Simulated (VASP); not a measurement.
# Nb (Im-3m) in VASP: a series of runs

The runs below take Nb through single point, with BLYP.

Program: VASP 6.6.1. These are calculated values, not measurements. Logs are shortened: lines on timing, memory, paths and dates and some standing lists are left out, and cuts for length are marked.

## (1) The cell of the first run

Symmetry: Im-3m, No. 229, cubic system. Conventional cell: a = 3.349 Å, b = 3.349 Å, c = 3.349 Å, α = 90.00°, β = 90.00°, γ = 90.00°. Within 3.8 Å of Nb (site symmetry m-3m) lie 14 Nb at 2.90 to 3.35 Å.

## (2) Single point, BLYP, non-collinear spin, typed start, spin-orbit coupling

The input, INCAR:

```
SYSTEM = Nb
AGGAC = 1.0
AGGAX = 1.0
ALDAC = 0.0
ALDAX = 1.0
ALGO = Normal
EDIFF = 1E-6
ENCUT = 520
GGA = B5
GGA_COMPAT = .FALSE.
ISIF = 2
ISMEAR = -1
LASPH = .TRUE.
LCHARG = .FALSE.
LMAXMIX = 4
LORBIT = 11
LORBMOM = .TRUE.
LREAL = .FALSE.
LSORBIT = .TRUE.
LWAVE = .FALSE.
MAGMOM = 0 0 1
NBANDS = 24
NELM = 150
PREC = Accurate
SIGMA = 0.05
```

The input, KPOINTS:

```
k-points
0
G
  13 13 13
  0 0 0
```

The input, POSCAR:

```
Nb
1.0
   -1.6746192086      1.6746192086      1.6746192086
    1.6746192086     -1.6746192086      1.6746192086
    1.6746192086      1.6746192086     -1.6746192086
Nb
1
Direct
    0.0000000000      0.0000000000      0.0000000000
```

Potentials or basis: VASP PAW PBE potentials, release 64 (Nb_sv).

On the command line:

```console
cat potpaw_PBE.64/Nb_sv/POTCAR > POTCAR
mpirun -np 1 vasp_ncl > vasp.out
```

OUTCAR:

```text
SYSTEM = Nb
   EDIFF = 1E-6
   ENCUT = 520
   GGA = B5
   ISIF = 2
   ISMEAR = -1
   LASPH = .TRUE.
   LORBIT = 11
   LREAL = .FALSE.
   LSORBIT = .TRUE.
   NELM = 150
   PREC = Accurate

 ion  position               nearest neighbor table
   1  0.000  0.000  0.000-

  LATTYP: Found a body centered cubic cell.
 ALAT       =     3.3492384172

  Lattice vectors:

 A1 = (  -1.6746192086,   1.6746192086,   1.6746192086)
 A2 = (   1.6746192086,  -1.6746192086,   1.6746192086)
 A3 = (   1.6746192086,   1.6746192086,  -1.6746192086)

Analysis of symmetry for initial positions (statically):
=====================================================================
 Subroutine PRICEL returns:
 Original cell was already a primitive cell.

 Routine SETGRP: Setting up the symmetry group for a
 body centered cubic supercell.

 Subroutine GETGRP returns: Found 48 space group operations
 (whereof 48 operations were pure point group operations)
 out of a pool of 48 trial point group operations.

The static configuration has the point symmetry O_h .

Analysis of symmetry for dynamics (positions and initial velocities):
=====================================================================
 Subroutine PRICEL returns:
 Original cell was already a primitive cell.

 Routine SETGRP: Setting up the symmetry group for a
 body centered cubic supercell.

 Subroutine GETGRP returns: Found 48 space group operations
 (whereof 48 operations were pure point group operations)
 out of a pool of 48 trial point group operations.

The dynamic configuration has the point symmetry O_h .

Analysis of structural, dynamic, and magnetic symmetry:
=====================================================================
 Subroutine PRICEL returns:
 Original cell was already a primitive cell.

 Routine SETGRP: Setting up the symmetry group for a
 body centered cubic supercell.

 Subroutine GETGRP returns: Found  8 space group operations
 (whereof  8 operations were pure point group operations)
 out of a pool of 48 trial point group operations.

The overall configuration has the point symmetry C_4h.

 Subroutine INISYM returns: Found  8 space group operations
 (whereof  8 operations are pure point group operations),
 and found     1 'primitive' translations

----------------------------------------------------------------------------------------

                                     Primitive cell

  volume of cell :      18.7849

  direct lattice vectors                    reciprocal lattice vectors
    -1.674619209  1.674619209  1.674619209     0.000000000  0.298575340  0.298575340
     1.674619209 -1.674619209  1.674619209     0.298575340  0.000000000  0.298575340
     1.674619209  1.674619209 -1.674619209     0.298575340  0.298575340  0.000000000

  length of vectors
     2.900525553  2.900525553  2.900525553     0.422249296  0.422249296  0.422249296

  position of ions in fractional coordinates (direct lattice)
     0.000000000  0.000000000  0.000000000

  ion indices of the primitive-cell ions
   primitive index   ion index
                 1           1

----------------------------------------------------------------------------------------

 KPOINTS: k-points

Automatic generation of k-mesh.
 Grid dimensions read from file:
 generate k-points for:   13   13   13

 Generating k-lattice:

  Cartesian coordinates                     Fractional coordinates (reciprocal lattice)
     0.000000000  0.022967334  0.022967334     0.076923077  0.000000000  0.000000000
     0.022967334  0.000000000  0.022967334     0.000000000  0.076923077  0.000000000
     0.022967334  0.022967334  0.000000000     0.000000000  0.000000000  0.076923077

  Length of vectors
     0.032480715  0.032480715  0.032480715

  Shift w.r.t. Gamma in fractional coordinates (k-lattice)
     0.000000000  0.000000000  0.000000000

 Subroutine IBZKPT returns following result:
 ===========================================

 Found    301 irreducible k-points:
[... 46 lines left out ...]
   EDIFF  = 0.1E-05   stopping-criterion for ELM
   LREAL  =      F    real-space projection
   EDIFFG = 0.1E-04   stopping-criterion for IOM
   NSW    =      0    number of steps for IOM
   IBRION =     -1    ionic relax: 0-MD 1-quasi-New 2-CG
   NFREE  =      0    steps in history (QN), initial steepest desc. (CG)
   ISIF   =      2    stress and relaxation
   ISYM   =      2    0-nonsym 1-usesym 2-fastsym
   POTIM  = 0.5000    time-step for ionic-motion
   TEBEG  =    0.0;   TEEND  =   0.0 temperature during run
   PSTRESS=    0.0 pullay stress
   NELECT =      13.0000    total number of electrons
   NUPDOWN=      -1.0000    fix difference up-down
   EMIN   =  10.00;   EMAX   =-10.00  energy-range for DOS
   EFERMI =   0.00;   METHOD = LEGACY
   ISMEAR =    -1;   SIGMA  =   0.05  broadening in eV -4-tet -1-fermi 0-gaus
   EFERMI_NEDOS =   21; number of points for ismear=-14 and -15
   IALGO  =     38    algorithm
   IMIX   =      4    mixing-type and parameters
     AMIX     =   0.40;   BMIX     =  1.00
     AMIX_MAG =   1.60;   BMIX_MAG =  1.00
  volume/ion in A,a.u.               =      18.78       126.77
  Fermi-wavevector in a.u.,A,eV,Ry     =   1.448060  2.736437 28.529753  2.096878
  Thomas-Fermi vector in A             =   2.565944
   LORBIT       =     11    0 simple, 1 ext, 2 COOP (PROOUT), +10 PAW based schemes
   GGA     = B5    functional components
   LHFCALC =     F    Hartree Fock is set to
   AEXX    =    0.0000 exact exchange contribution
   IVDW    =     0    specifies the selected vdW correction
   LEPSILON=     F    determine dielectric tensor
   LRPA    =     F    only Hartree local field effects (RPA)
  energy-cutoff  :      520.00
  volume of cell :       18.78
 maximum number of plane-waves:      1062
 NGX is ok and might be reduce to    24
   NGX = 11   NGY = 11   NGZ = 11

 number of electron      13.0000000 magnetization       0.0000000      0.0000000      1.0000000

 number of electron      12.9999999 magnetization      -0.0000000     -0.0000000      0.0025632

 number of electron      12.9999999 magnetization       0.0000000      0.0000000     -0.0014026

 number of electron      12.9999999 magnetization      -0.0000000     -0.0000000     -0.0002127

 Free energy of the ion-electron system (eV)
  ---------------------------------------------------
  ext. energy  EPLUGINS =         0.00000000
  ---------------------------------------------------
  free energy    TOTEN  =        -8.95512681 eV

  energy without entropy =       -8.94390399  energy(sigma->0) =       -8.94951540

 E-fermi :  11.1603     XC(G=0): -11.6708

 val. band max:       11.1336719371   @ k =   0.1538   0.0769  -0.1538
 cond. band min:      11.1900400403   @ k =   0.3846   0.2308   0.3846
 fundamental gap:      0.0563681032
 Fermi energy:        11.1603499480

 k-point     1 :       0.0000    0.0000    0.0000
  band No.  band energies     occupation
      1     -43.1500      1.00000
      2     -43.1498      1.00000
      3     -20.0745      1.00000
      4     -20.0744      1.00000
      5     -17.9523      1.00000
      6     -17.9523      1.00000
[... 637 lines left out ...]
     23      26.3899      0.00000
     24      26.3900      0.00000

 [... further k-points ...]

------------------------ aborting loop because EDIFF is reached ----------------------------------------

  FORCE on cell =-STRESS in cart. coord.  units (eV):
  Direction    XX          YY          ZZ          XY          YZ          ZX
  --------------------------------------------------------------------------------------
  -------------------------------------------------------------------------------------
  Total       -0.0089741     -0.0089741     -0.0089367      0.0000000     -0.0000000      0.0000000
  in kB       -0.7654049     -0.7654049     -0.7622151      0.0000000     -0.0000000      0.0000000
  external PRESSURE =      -0.7643416 kB  Pullay stress =       0.0000000 kB

 VOLUME and BASIS-vectors are now :
 -----------------------------------------------------------------------------
  energy-cutoff  :      520.00
  volume of cell :       18.78
      direct lattice vectors                 reciprocal lattice vectors
    -1.674619209  1.674619209  1.674619209     0.000000000  0.298575340  0.298575340
     1.674619209 -1.674619209  1.674619209     0.298575340  0.000000000  0.298575340
     1.674619209  1.674619209 -1.674619209     0.298575340  0.298575340  0.000000000

 POSITION                                       TOTAL-FORCE (eV/Angst)
 -----------------------------------------------------------------------------------
      0.00000      0.00000      0.00000         0.000000      0.000000     -0.000000
 -----------------------------------------------------------------------------------
    total drift:                                0.000000     -0.000000     -0.000000

  FREE ENERGIE OF THE ION-ELECTRON SYSTEM (eV)
  ---------------------------------------------------
  free  energy   TOTEN  =        -8.9551268130 eV

  energy  without entropy=       -8.9439039897  energy(sigma->0) =       -8.94951540

 orbital moment (x)

 # of ion     p       d       tot
 ----------------------------------------
  1         0.000   0.000   0.000
 ----------------------------------------
            0.000   0.000   0.000

 orbital moment (y)

 # of ion     p       d       tot
 ----------------------------------------
  1         0.000   0.000   0.000
 ----------------------------------------
            0.000   0.000   0.000

 orbital moment (z)

 # of ion     p       d       tot
 ----------------------------------------
  1         0.000   0.000   0.000
 ----------------------------------------
            0.000   0.000   0.000

 Spin-Orbit-Coupling matrix elements

 Ion:    1  E_soc:     -0.1764239
 l=   1
     0.0000000    -0.0268669    -0.0268672
    -0.0268669     0.0000000    -0.0268669
    -0.0268672    -0.0268669     0.0000000
 l=   2
     0.0000000    -0.0006738     0.0000000    -0.0006738    -0.0018632
    -0.0006738     0.0000000    -0.0013974    -0.0006738    -0.0004658
     0.0000000    -0.0013974     0.0000000    -0.0013974     0.0000000
    -0.0006738    -0.0006738    -0.0013974     0.0000000    -0.0004658
    -0.0018632    -0.0004658     0.0000000    -0.0004658     0.0000000
 l=   3
     0.0000000     0.0000000     0.0000000     0.0000000     0.0000000     0.0000000     0.0000000
     0.0000000     0.0000000     0.0000000     0.0000000     0.0000000     0.0000000     0.0000000
     0.0000000     0.0000000     0.0000000     0.0000000     0.0000000     0.0000000     0.0000000
     0.0000000     0.0000000     0.0000000     0.0000000     0.0000000     0.0000000     0.0000000
     0.0000000     0.0000000     0.0000000     0.0000000     0.0000000     0.0000000     0.0000000
     0.0000000     0.0000000     0.0000000     0.0000000     0.0000000     0.0000000     0.0000000
     0.0000000     0.0000000     0.0000000     0.0000000     0.0000000     0.0000000     0.0000000

 total charge

# of ion       s       p       d       tot
------------------------------------------
    1        2.215   5.984   2.543  10.741

 magnetization (x)

# of ion       s       p       d       tot
------------------------------------------
    1       -0.000  -0.000   0.000  -0.000

 magnetization (y)

# of ion       s       p       d       tot
------------------------------------------
    1        0.000  -0.000   0.000   0.000

 magnetization (z)

# of ion       s       p       d       tot
------------------------------------------
    1        0.000  -0.000  -0.000  -0.000
```

Run time: 6.6 min. Hardware: 1 thread of Intel Xeon 8259CL, shared host; peak memory 0.33 GiB.

What came out:

* Free energy: -8.9551 eV
* Pressure: -0.1 GPa
* Net moment: 0.00 μB per cell
* Valence electrons inside the program's atomic spheres: Nb 10.74

Moments on the atoms (μB; x, y, z):
```
Nb  0.00 0.00 0.00
```

Caveat: the PAW data sets were made with another functional, which shifts forces and pressure a little.

## (3) Single point, BLYP, collinear spin, ferromagnetic start (volume scaled by 1.04)

The input, INCAR:

```
SYSTEM = Nb
PREC = Accurate
ENCUT = 520
EDIFF = 1E-6
ISMEAR = -1
SIGMA = 0.05
LREAL = .False.
LASPH = .True.
NELM = 150
ALGO = Normal
ISIF = 2
LWAVE = .False.
LCHARG = .False.
ISPIN = 2
MAGMOM = 1
LORBIT = 11
LMAXMIX = 4
GGA = B5
ALDAX = 1.0
AGGAX = 1.0
AGGAC = 1.0
ALDAC = 0.0
NBANDS = 16
```

The input, KPOINTS:

```
regular mesh
0
Gamma
  22 22 22
  0 0 0
```

The input, POSCAR:

```
Nb
1.0
   -1.6966561990      1.6966561990      1.6966561990
    1.6966561990     -1.6966561990      1.6966561990
    1.6966561990      1.6966561990     -1.6966561990
Nb
1
Direct
    0.0000000000      0.0000000000      0.0000000000
```

Potentials or basis: VASP PAW PBE potentials, release 64 (Nb_sv).

On the command line:

```console
cat potpaw_PBE.64/Nb_sv/POTCAR > POTCAR
mpirun -np 1 vasp_std > vasp.out
```

Wall time 3.5 min (1 thread of Intel Xeon 8259CL, shared host); peak memory 0.26 GiB.

It converged, with:

| Item | Value |
| --- | --- |
| Free energy | -8.8504 eV |
| Pressure | -5.4 GPa |
| Net moment | 0.00 μB per cell |
| Valence electrons inside the program's atomic spheres | Nb 10.69 |

Levels at points of the mesh, in eV from the Fermi level:
Spin up:
```csv
k point,band 4,band 5,band 6,band 7,band 8,band 9
"(0.00, 0.00, 0.00)",-29.93,-5.60,0.30,0.30,0.30,2.96
"(0.50, 0.00, 0.00)",-29.93,-3.35,-1.48,2.14,2.93,3.53
"(0.50, 0.50, 0.50)",-30.66,-3.24,-3.24,4.95,4.95,4.95
```
Spin down:
```csv
k point,band 4,band 5,band 6,band 7,band 8,band 9
"(0.00, 0.00, 0.00)",-29.93,-5.60,0.30,0.30,0.30,2.96
"(0.50, 0.00, 0.00)",-29.93,-3.35,-1.48,2.14,2.93,3.53
"(0.50, 0.50, 0.50)",-30.66,-3.24,-3.24,4.95,4.95,4.95
```

Caveat: the PAW data sets were made with another functional, which shifts forces and pressure a little.

(Part 1 of 2 ends here.)
